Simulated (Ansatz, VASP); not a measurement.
# Au: VASP beside Ansatz

File INCAR:

```
PREC     = Accurate       # precision mode
ENCUT    = 520            # plane-wave cutoff, eV
EDIFF    = 1E-6           # SCF threshold, eV
ISMEAR   = 0              # smearing method
SIGMA    = 0.1            # smearing width, eV
LREAL    = F              # projectors in reciprocal space
LASPH    = T              # aspherical terms in the spheres
NELM     = 60             # most SCF steps
ALGO     = Normal         # electronic algorithm
ISIF     = 2              # what is computed and relaxed
LWAVE    = F              # write WAVECAR
LCHARG   = F              # write CHGCAR
GGA      = PE             # functional
NBANDS   = 18             # bands
```

File KPOINTS:

```
Automatic mesh
0
Gamma
  8 8 4
```

POSCAR

```
Au
1.0
    1.4113099650     -2.5559330250      0.0000000000
    1.4113099650      2.5559330250      0.0000000000
    0.0000000000      0.0000000000      4.8931696100
Au
2
Direct
    0.6653279700      0.3346720300      0.2500000000
    0.3346720300      0.6653279700      0.7500000000
```

Input for Ansatz:

```yaml
crystal:
  lattice:
    - [1.411309965, -2.555933025, 0.0]
    - [1.411309965, 2.555933025, 0.0]
    - [0.0, 0.0, 4.89316961]
  atoms:
    - { symbol: Au, position: [0.66532797, 0.33467203, 0.25] }
    - { symbol: Au, position: [0.33467203, 0.66532797, 0.75] }
basis:
  ecutwfc: 420
kpoints:
  mp_grid: { grid: [8, 8, 4] }
hamiltonian:
  xc: pbe
scf:
  occupations: { method: gaussian, width: 0.1 }
output:
  forces: true
  stress: true
  eigenvalues: true
```

Alike in both runs: task single point; functional PBE; k mesh 8 × 8 × 4; occupations gaussian, width 0.1 eV; no spin polarisation.

```csv
,VASP,Ansatz
version,VASP 6.6.1,Ansatz 0.2.0
potentials or method,"VASP PAW PBE potentials, release 64 (Au), cutoff 520 eV","scalar-relativistic, plane waves, PAW"
valence electrons in the cell,22,38
```

|  | VASP | Ansatz | Ansatz less VASP |
| --- | --- | --- | --- |
| gap on the k mesh at the Fermi level (eV) | none | none | - |
| pressure (GPa) | 3.4 | 3.6 | +0.26 |
| traceless stress, the component that is largest in VASP (GPa) | 2.04 | 2.05 | +0.009 |

A gap of «none» marks a metal or a gap that the smearing closes. VASP's potentials hold 22 valence electrons a cell and Ansatz's 38, so a difference there can come from the potentials and not from the codes.

Neither program's run includes spin-orbit coupling.
